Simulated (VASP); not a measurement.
# SnW (Fd-3m) in VASP: a series of runs

SnW is run at these levels: PBE; tasks: single point, relaxation of cell and atoms.

All numbers are computed with VASP 6.6.1; they aren't measurements. Logs are shortened: lines on timing, memory, paths and dates and some standing lists are left out, and cuts for length are marked.

### Step 1. The cell of the first run

The structure is cubic, space group Fd-3m (No. 227). Conventional cell: a = 6.752 Å, b = 6.752 Å, c = 6.752 Å, α = 90.00°, β = 90.00°, γ = 90.00°. Sn (site symmetry -43m) has 10 W at 2.92 to 3.38 Å and 4 Sn at 2.92 Å within 3.9 Å. Within 3.9 Å of W (site symmetry -43m) lie 4 W at 2.92 Å and 10 Sn at 2.92 to 3.38 Å.

### Step 2. Single point, PBE

File INCAR:

```
PREC     = Accurate       # precision mode
ENCUT    = 520            # plane-wave cutoff, eV
EDIFF    = 1E-7           # SCF threshold, eV
ISMEAR   = 0              # smearing method
SIGMA    = 0.02           # smearing width, eV
LREAL    = F              # projectors in reciprocal space
LASPH    = T              # aspherical terms in the spheres
NELM     = 100            # most SCF steps
ALGO     = Normal         # electronic algorithm
ISIF     = 2              # what is computed and relaxed
LWAVE    = F              # write WAVECAR
LCHARG   = F              # write CHGCAR
GGA      = PE             # functional
NBANDS   = 36             # bands
```

File KPOINTS:

```
Automatic mesh
0
Gamma
  10 10 10
```

File POSCAR:

```
SnW
1.0
    0.0000000000      3.3761795688      3.3761795688
    3.3761795688      0.0000000000      3.3761795688
    3.3761795688      3.3761795688      0.0000000000
Sn W
2 2
Direct
    0.0000000000      0.0000000000      0.0000000000
    0.2500000000      0.2500000000      0.2500000000
    0.5000000000      0.5000000000      0.5000000000
    0.7500000000      0.7500000000      0.7500000000
```

Potentials or basis: VASP PAW PBE potentials, release 64 (Sn_d, W_sv).

The run is started by

```
$ cat potpaw_PBE.64/Sn_d/POTCAR potpaw_PBE.64/W_sv/POTCAR > POTCAR
$ mpirun -np 1 vasp_std > vasp.out
```

OUTCAR:

```text
PREC = Accurate
   ENCUT = 520
   EDIFF = 1E-7
   ISMEAR = 0
   LREAL = F
   LASPH = T
   NELM = 100
   ISIF = 2
   GGA = PE

 ion  position               nearest neighbor table
   1  0.000  0.000  0.000-   4 2.92   4 2.92   4 2.92   2 2.92   4 2.92   2 2.92   2 2.92   2 2.92
                             3 3.38   3 3.38   3 3.38   3 3.38   3 3.38   3 3.38
   2  0.250  0.250  0.250-   1 2.92   1 2.92   1 2.92   1 2.92   3 2.92   3 2.92   3 2.92   3 2.92
                             4 3.38   4 3.38   4 3.38   4 3.38   4 3.38   4 3.38
   3  0.500  0.500  0.500-   2 2.92   2 2.92   2 2.92   2 2.92   4 2.92   4 2.92   4 2.92   4 2.92
                             1 3.38   1 3.38   1 3.38   1 3.38   1 3.38   1 3.38
   4  0.750  0.750  0.750-   3 2.92   3 2.92   3 2.92   1 2.92   3 2.92   1 2.92   1 2.92   1 2.92
                             2 3.38   2 3.38   2 3.38   2 3.38   2 3.38   2 3.38

  LATTYP: Found a face centered cubic cell.
 ALAT       =     6.7523591376

  Lattice vectors:

 A1 = (   0.0000000000,   3.3761795688,   3.3761795688)
 A2 = (   3.3761795688,   0.0000000000,   3.3761795688)
 A3 = (   3.3761795688,   3.3761795688,   0.0000000000)

Analysis of symmetry for initial positions (statically):
=====================================================================
 Subroutine PRICEL returns:
 Original cell was already a primitive cell.

 Routine SETGRP: Setting up the symmetry group for a
 face centered cubic supercell.

 Subroutine GETGRP returns: Found 48 space group operations
 (whereof 24 operations were pure point group operations)
 out of a pool of 48 trial point group operations.

The static configuration has the point symmetry T_d .
 The point group associated with its full space group is O_h .

Analysis of symmetry for dynamics (positions and initial velocities):
=====================================================================
 Subroutine PRICEL returns:
 Original cell was already a primitive cell.

 Routine SETGRP: Setting up the symmetry group for a
 face centered cubic supercell.

 Subroutine GETGRP returns: Found 48 space group operations
 (whereof 24 operations were pure point group operations)
 out of a pool of 48 trial point group operations.

The dynamic configuration has the point symmetry T_d .
 The point group associated with its full space group is O_h .

 Subroutine INISYM returns: Found 48 space group operations
 (whereof 24 operations are pure point group operations),
 and found     1 'primitive' translations

----------------------------------------------------------------------------------------

                                     Primitive cell

  volume of cell :      76.9674

  direct lattice vectors                    reciprocal lattice vectors
     0.000000000  3.376179569  3.376179569    -0.148096388  0.148096388  0.148096388
     3.376179569  0.000000000  3.376179569     0.148096388 -0.148096388  0.148096388
     3.376179569  3.376179569  0.000000000     0.148096388  0.148096388 -0.148096388

  length of vectors
     4.774638935  4.774638935  4.774638935     0.256510469  0.256510469  0.256510469

  position of ions in fractional coordinates (direct lattice)
     0.000000000  0.000000000  0.000000000
     0.250000000  0.250000000  0.250000000
     0.500000000  0.500000000  0.500000000
     0.750000000  0.750000000  0.750000000

  ion indices of the primitive-cell ions
   primitive index   ion index
                 1           1
                 2           2
                 3           3
                 4           4

----------------------------------------------------------------------------------------

 KPOINTS: Automatic mesh

Automatic generation of k-mesh.
 Grid dimensions read from file:
 generate k-points for:   10   10   10

 Generating k-lattice:

  Cartesian coordinates                     Fractional coordinates (reciprocal lattice)
    -0.014809639  0.014809639  0.014809639     0.100000000  0.000000000  0.000000000
     0.014809639 -0.014809639  0.014809639     0.000000000  0.100000000  0.000000000
     0.014809639  0.014809639 -0.014809639     0.000000000  0.000000000  0.100000000

  Length of vectors
     0.025651047  0.025651047  0.025651047

  Shift w.r.t. Gamma in fractional coordinates (k-lattice)
     0.000000000  0.000000000  0.000000000

 Subroutine IBZKPT returns following result:
 ===========================================

 Found     47 irreducible k-points:

 Following reciprocal coordinates:
            Coordinates               Weight
  0.000000  0.000000  0.000000      1.000000
  0.100000  0.000000  0.000000      8.000000
  0.200000  0.000000  0.000000      8.000000
  0.300000  0.000000  0.000000      8.000000
  0.400000  0.000000  0.000000      8.000000
  0.500000  0.000000  0.000000      4.000000
[... 16 lines left out ...]
  0.300000  0.300000  0.000000      6.000000
  0.400000  0.300000  0.000000     24.000000
 [... further k-points ...]
   k-points           NKPTS =     47   k-points in BZ     NKDIM =     47   number of bands    NBANDS=     36
   number of dos      NEDOS =    301   number of ions     NIONS =      4
   total plane-waves  NPLWV =  46656
   dimension x,y,z NGX =    36 NGY =   36 NGZ =   36
   dimension x,y,z NGXF=    72 NGYF=   72 NGZF=   72
   ions per type =               2   2
   NGX,Y,Z   is equivalent  to a cutoff of  12.53, 12.53, 12.53 a.u.
   NGXF,Y,Z  is equivalent  to a cutoff of  25.07, 25.07, 25.07 a.u.
 SYSTEM =  unknown system
   PREC   = accura    normal or accurate (medium, high low for compatibility)
   ISTART =      0    job   : 0-new  1-cont  2-samecut
   ICHARG =      2    charge: 1-file 2-atom 10-const
   ISPIN  =      1    spin polarized calculation?
   LNONCOLLINEAR =      F non collinear calculations
   LSORBIT =      F    spin-orbit coupling
   LASPH  =      T    aspherical Exc in radial PAW
   ENCUT  =  520.0 eV  38.22 Ry    6.18 a.u.   8.88  8.88  8.88*2*pi/ulx,y,z
   NELM   =    100;   NELMIN=  2; NELMDL= -5     # of ELM steps
   EDIFF  = 0.1E-06   stopping-criterion for ELM
   LREAL  =      F    real-space projection
   EDIFFG = 0.1E-05   stopping-criterion for IOM
   NSW    =      0    number of steps for IOM
   IBRION =     -1    ionic relax: 0-MD 1-quasi-New 2-CG
   NFREE  =      0    steps in history (QN), initial steepest desc. (CG)
   ISIF   =      2    stress and relaxation
   ISYM   =      2    0-nonsym 1-usesym 2-fastsym
   POTIM  = 0.5000    time-step for ionic-motion
   TEBEG  =    0.0;   TEEND  =   0.0 temperature during run
   PSTRESS=    0.0 pullay stress
   NELECT =      56.0000    total number of electrons
   NUPDOWN=      -1.0000    fix difference up-down
   EMIN   =  10.00;   EMAX   =-10.00  energy-range for DOS
   EFERMI =   0.00;   METHOD = LEGACY
   ISMEAR =     0;   SIGMA  =   0.02  broadening in eV -4-tet -1-fermi 0-gaus
   EFERMI_NEDOS =   21; number of points for ismear=-14 and -15
   IALGO  =     38    algorithm
   IMIX   =      4    mixing-type and parameters
     AMIX     =   0.40;   BMIX     =  1.00
     AMIX_MAG =   1.60;   BMIX_MAG =  1.00
  volume/ion in A,a.u.               =      19.24       129.85
  Fermi-wavevector in a.u.,A,eV,Ry     =   1.472432  2.782493 29.498200  2.168057
  Thomas-Fermi vector in A             =   2.587448
   LORBIT       =      0    0 simple, 1 ext, 2 COOP (PROOUT), +10 PAW based schemes
   GGA     = PE    functional components
   LHFCALC =     F    Hartree Fock is set to
   AEXX    =    0.0000 exact exchange contribution
   IVDW    =     0    specifies the selected vdW correction
   LEPSILON=     F    determine dielectric tensor
   LRPA    =     F    only Hartree local field effects (RPA)
 non-spin polarized calculation
 Gauss-broadening in eV      SIGMA  =   0.02
  energy-cutoff  :      520.00
  volume of cell :       76.97
 maximum number of plane-waves:      2090
   NGX = 17   NGY = 17   NGZ = 17

 number of electron      56.0000009 magnetization

 Free energy of the ion-electron system (eV)
  ---------------------------------------------------
  ext. energy  EPLUGINS =         0.00000000
  ---------------------------------------------------
  free energy    TOTEN  =       -30.50639567 eV

  energy without entropy =      -30.50555068  energy(sigma->0) =      -30.50597317

 E-fermi :  10.6071     XC(G=0): -12.3213

 val. band max:       10.5996677162   @ k =   0.4000   0.3000   0.0000
 cond. band min:      10.6215226827   @ k =  -0.4000   0.4000   0.0000
 fundamental gap:      0.0218549665
 Fermi energy:        10.6071260085

 k-point     1 :       0.0000    0.0000    0.0000
  band No.  band energies     occupation
      1     -63.3941      2.00000
      2     -63.3442      2.00000
      3     -27.6645      2.00000
      4     -27.6645      2.00000
      5     -27.6645      2.00000
      6     -27.4223      2.00000
[... 28 lines left out ...]
     35      16.8339      0.00000
     36      16.8339      0.00000

 k-point     2 :       0.1000    0.0000    0.0000
  band No.  band energies     occupation
      1     -63.3932      2.00000
      2     -63.3451      2.00000
      3     -27.6671      2.00000
      4     -27.6671      2.00000
      5     -27.6637      2.00000
      6     -27.4235      2.00000
[... 28 lines left out ...]
     35      15.2553      0.00000
     36      16.0838      0.00000

 k-point     3 :       0.2000    0.0000    0.0000
  band No.  band energies     occupation
      1     -63.3907      2.00000
      2     -63.3477      2.00000
      3     -27.6737      2.00000
      4     -27.6737      2.00000
      5     -27.6617      2.00000
      6     -27.4266      2.00000
[... 28 lines left out ...]
     35      14.2683      0.00000
     36      15.2656      0.00000
[... 742 lines left out ...]
 k-point    23 :       0.3000    0.3000    0.0000
  band No.  band energies     occupation
      1     -63.3838      2.00000
      2     -63.3545      2.00000
      3     -27.6990      2.00000
      4     -27.6990      2.00000
      5     -27.6162      2.00000
      6     -27.4744      2.00000
[... 28 lines left out ...]
     35      15.0385      0.00000
     36      15.0385      0.00000

 k-point    24 :       0.4000    0.3000    0.0000
  band No.  band energies     occupation
      1     -63.3802      2.00000
      2     -63.3581      2.00000
      3     -27.7065      2.00000
      4     -27.7046      2.00000
      5     -27.6014      2.00000
      6     -27.4897      2.00000
[... 28 lines left out ...]
     35      15.5369      0.00000
     36      15.7907      0.00000

 [... further k-points ...]
[... 5 lines left out ...]
  --------------------------------------------------------------------------------------
  -------------------------------------------------------------------------------------
  Total        0.0170091      0.0170091      0.0170091     -0.0000000     -0.0000000      0.0000000
  in kB        0.3540678      0.3540678      0.3540678     -0.0000000     -0.0000000      0.0000000
  external PRESSURE =       0.3540678 kB  Pullay stress =       0.0000000 kB

 VOLUME and BASIS-vectors are now :
 -----------------------------------------------------------------------------
  energy-cutoff  :      520.00
  volume of cell :       76.97
      direct lattice vectors                 reciprocal lattice vectors
     0.000000000  3.376179569  3.376179569    -0.148096388  0.148096388  0.148096388
     3.376179569  0.000000000  3.376179569     0.148096388 -0.148096388  0.148096388
     3.376179569  3.376179569  0.000000000     0.148096388  0.148096388 -0.148096388

 POSITION                                       TOTAL-FORCE (eV/Angst)
 -----------------------------------------------------------------------------------
      0.00000      0.00000      0.00000        -0.000000     -0.000000     -0.000000
      1.68809      1.68809      1.68809         0.000000      0.000000      0.000000
      3.37618      3.37618      3.37618        -0.000000     -0.000000     -0.000000
      5.06427      5.06427      5.06427         0.000000      0.000000      0.000000
 -----------------------------------------------------------------------------------
    total drift:                                0.000000      0.000000      0.000000

  FREE ENERGIE OF THE ION-ELECTRON SYSTEM (eV)
  ---------------------------------------------------
  free  energy   TOTEN  =       -30.5063956677 eV

  energy  without entropy=      -30.5055506823  energy(sigma->0) =      -30.50597317
```

Wall time 79 s (1 thread of AMD EPYC 9R45 (Zen 5), shared host); peak memory 0.24 GiB.

What came out:

* Free energy: -30.5064 eV
* Pressure: 0.0 GPa
* Band gap on the k mesh: zero (band 28 reaches 10.93 eV, above the bottom of band 29 at 10.45 eV)

Caveat: spin-orbit coupling is left out, which moves the levels of the heavy elements.

### Step 3. Relaxation of cell and atoms, PBE

This run uses another cell than the first one, of 19.31 Å³/atom, 1.003 times its volume.

File INCAR:

```
SYSTEM = SnW
PREC = Accurate
ENCUT = 600
EDIFF = 1E-6
ISMEAR = 0
SIGMA = 0.02
LREAL = .FALSE.
LASPH = .TRUE.
NELM = 100
ALGO = Normal
ISIF = 3
LWAVE = .FALSE.
LCHARG = .FALSE.
GGA = PE
IBRION = 2
NSW = 100
EDIFFG = -0.01
```

File KPOINTS:

```
Automatic mesh
0
G
  10 10 10
  0 0 0
```

File POSCAR:

```
SnW
1.0
    0.0000000000      3.3800372291      3.3800372291
    3.3800372291      0.0000000000      3.3800372291
    3.3800372291      3.3800372291      0.0000000000
Sn W
2 2
Direct
    0.0000000000      0.0000000000      0.0000000000
    0.2500000000      0.2500000000      0.2500000000
    0.5000000000      0.5000000000      0.5000000000
    0.7500000000      0.7500000000      0.7500000000
```

Potentials or basis: VASP PAW PBE potentials, release 64 (Sn_d, W_sv).

The run is started by

```
$ cat potpaw_PBE.64/Sn_d/POTCAR potpaw_PBE.64/W_sv/POTCAR > POTCAR
$ mpirun -np 1 vasp_std > vasp.out
```

It took 3.4 min on 1 thread of AMD EPYC 9R45 (Zen 5), shared host; peak memory 0.29 GiB.

It converged, with:

| Item | Value |
| --- | --- |
| Free energy | -30.5067 eV |
| Relaxed volume | 19.25 Å³/atom |
| Relaxed cell | a = 4.775 Å, b = 4.775 Å, c = 4.775 Å, α = 60.00°, β = 60.00°, γ = 60.00° |
| Space group after relaxing (to 0.05 Å) | Fd-3m (No. 227) |
| Energy gained by relaxing | 0.1 meV/atom |
| Ionic steps | 3 |
| Pressure after relaxing | 0.0 GPa |
| Band gap on the k mesh | zero (band 28 reaches 10.92 eV, above the bottom of band 29 at 10.44 eV) |

Step by step:
```csv
step,energy change (eV),largest force (eV/Å),pressure (GPa),volume (Å³)
1,0.0000,0.0000,-0.42,77.23
2,0.0004,0.0000,0.70,76.67
3,-0.0003,0.0000,0.00,77.01
```

Final structure:
```
Sn W
1.0
     0.00000    3.37678    3.37678
     3.37678    0.00000    3.37678
     3.37678    3.37678    0.00000
Sn W
2 2
Direct
  0.00000 0.00000 0.00000
  0.25000 0.25000 0.25000
  0.50000 0.50000 0.50000
  0.75000 0.75000 0.75000
```

Levels at points of the mesh, in eV from the Fermi level:
```tsv
k point	band 26	band 27	band 28	band 29	band 30	band 31
(0.00, 0.00, 0.00)	-2.17	-2.17	-2.17	0.91	1.97	1.97
(0.50, 0.00, 0.00)	-2.07	-0.23	-0.23	1.04	1.04	1.99
(0.50, 0.50, 0.00)	-1.42	-0.38	-0.38	0.92	0.92	1.01
```

Caveat: spin-orbit coupling is left out, which moves the levels of the heavy elements.

### Step 4. Single point, PBE

This run uses another cell than the first one, of 22.43 Å³/atom, 1.166 times its volume.

File INCAR:

```
PREC = Accurate
ENCUT = 520
EDIFF = 1E-6
ISMEAR = 0
SIGMA = 0.1
LREAL = False
LASPH = True
NELM = 100
ALGO = Normal
ISIF = 2
LWAVE = False
LCHARG = True
GGA = PE
LELF = True
LVHAR = True
NBANDS = 36
```

File KPOINTS:

```
regular mesh
0
Gamma
  4 4 4
```

File POSCAR:

```
SnW
1.0
    0.0000000000      3.5532585851      3.5532585851
    3.5532585851      0.0000000000      3.5532585851
    3.5532585851      3.5532585851      0.0000000000
Sn W
2 2
Direct
    0.5000000000      0.5000000000      0.5000000000
    0.7500000000      0.7500000000      0.7500000000
    0.0000000000      0.0000000000      0.0000000000
    0.2500000000      0.2500000000      0.2500000000
```

The run is started by

```
$ cat potpaw_PBE.64/Sn_d/POTCAR potpaw_PBE.64/W_sv/POTCAR > POTCAR
$ mpirun -np 1 vasp_std > vasp.out
```

Run time: 20 s. Hardware: 1 thread of AMD EPYC 9R45 (Zen 5), shared host; peak memory 0.21 GiB.

Results (log left out):

```yaml
Free_energy: -29.7623 eV
Pressure: -17.0 GPa
Band_gap_on_the_k_mesh: 0.32 eV, indirect (least direct gap 0.74 eV)
```

Levels at points of the mesh, in eV from the valence-band top:
```tsv
k point	band 26	band 27	band 28	band 29	band 30	band 31
(0.00, 0.00, 0.00)	-1.64	-1.63	-1.63	0.32	1.86	1.86
(0.50, 0.00, 0.00)	-1.49	0.00	0.00	1.05	1.05	1.72
(0.50, 0.50, 0.00)	-1.00	-0.03	-0.03	0.84	0.84	0.95
```

Caveat: spin-orbit coupling is left out, which moves the levels of the heavy elements.

### Step 5. Relaxation of cell and atoms, PBE

File INCAR:

```
SYSTEM = SnW
PREC = Accurate
ENCUT = 600
EDIFF = 1E-6
ISMEAR = 0
SIGMA = 0.1
LREAL = .FALSE.
LASPH = .TRUE.
NELM = 60
ALGO = Fast
ISIF = 3
LWAVE = .FALSE.
LCHARG = .FALSE.
GGA = PE
IBRION = 2
NSW = 100
EDIFFG = -0.01
```

File KPOINTS:

```
regular mesh
0
G
  12 12 12
  0 0 0
```

File POSCAR:

```
SnW
1.0
    0.0000000000      3.3761795688      3.3761795688
    3.3761795688      0.0000000000      3.3761795688
    3.3761795688      3.3761795688      0.0000000000
Sn W
2 2
Direct
    0.0000000000      0.0000000000      0.0000000000
    0.2500000000      0.2500000000      0.2500000000
    0.5000000000      0.5000000000      0.5000000000
    0.7500000000      0.7500000000      0.7500000000
```

The run is started by

```
$ cat potpaw_PBE.64/Sn_d/POTCAR potpaw_PBE.64/W_sv/POTCAR > POTCAR
$ mpirun -np 1 vasp_std > vasp.out
```

Run time: 22 min. Hardware: 1 thread of Oxide Virtual Turin-like, shared host; peak memory 0.35 GiB.

It converged, with:

```
Free energy                            : -30.5105 eV
Relaxed volume                         : 19.26 Å³/atom
Relaxed cell                           : a = 4.776 Å, b = 4.776 Å, c = 4.776 Å, α = 60.00°, β = 60.00°, γ = 60.00°
Space group after relaxing (to 0.05 Å) : Fd-3m (No. 227)
Energy gained by relaxing              : 0.0 meV/atom
Ionic steps                            : 3
Pressure after relaxing                : 0.1 GPa
Band gap on the k mesh                 : zero (band 28 reaches 10.81 eV, above the bottom of band 29 at 10.39 eV)
```

Final structure:
```yaml
crystal:
  lattice:
    - [0.00000, 3.37732, 3.37732]
    - [3.37732, 0.00000, 3.37732]
    - [3.37732, 3.37732, 0.00000]
  atoms:
    - { symbol: Sn, position: [0.00000, 0.00000, 0.00000] }
    - { symbol: Sn, position: [0.25000, 0.25000, 0.25000] }
    - { symbol: W, position: [0.50000, 0.50000, 0.50000] }
    - { symbol: W, position: [0.75000, 0.75000, 0.75000] }
```

Levels at points of the mesh, in eV from the Fermi level:
| k point | band 25 | band 26 | band 27 | band 28 | band 29 | band 30 | band 31 | band 32 |
| --- | --- | --- | --- | --- | --- | --- | --- | --- |
| (0.00, 0.00, 0.00) | -2.35 | -2.23 | -2.23 | -2.23 | 0.85 | 1.91 | 1.91 | 1.91 |
| (0.50, 0.00, 0.00) | -2.13 | -2.13 | -0.29 | -0.29 | 0.97 | 0.97 | 1.92 | 3.25 |
| (0.50, 0.50, 0.00) | -1.48 | -1.48 | -0.44 | -0.44 | 0.86 | 0.86 | 0.95 | 0.95 |

Caveat: spin-orbit coupling is left out, which moves the levels of the heavy elements.

### Step 6. Summary

```csv
task,cell,k mesh,cutoff (eV),smearing,gap on the mesh (eV),pressure (GPa),relaxed volume (Å³/atom)
single point,"a = 4.775 Å, angles 60.0°, 4 atoms",10 × 10 × 10,520,gaussian 0.02 eV,none,0.0,-
relaxation of cell and atoms,"relaxed from a = 4.780 Å, angles 60.0°, 4 atoms",10 × 10 × 10,600,gaussian 0.02 eV,none,0.0,19.25
single point,"a = 5.025 Å, angles 60.0°, 4 atoms",4 × 4 × 4,520,gaussian 0.1 eV,0.32,-17.0,-
relaxation of cell and atoms,"relaxed from a = 4.775 Å, angles 60.0°, 4 atoms",12 × 12 × 12,600,gaussian 0.1 eV,none,0.1,19.26
```

Alike in all rows: level PBE; potentials or basis VASP PAW PBE potentials, release 64 (Sn_d, W_sv); no spin polarisation.

Caveats: spin-orbit coupling is left out, which moves the levels of the heavy elements.

Absolute energies hang on the potentials; compare differences alone.
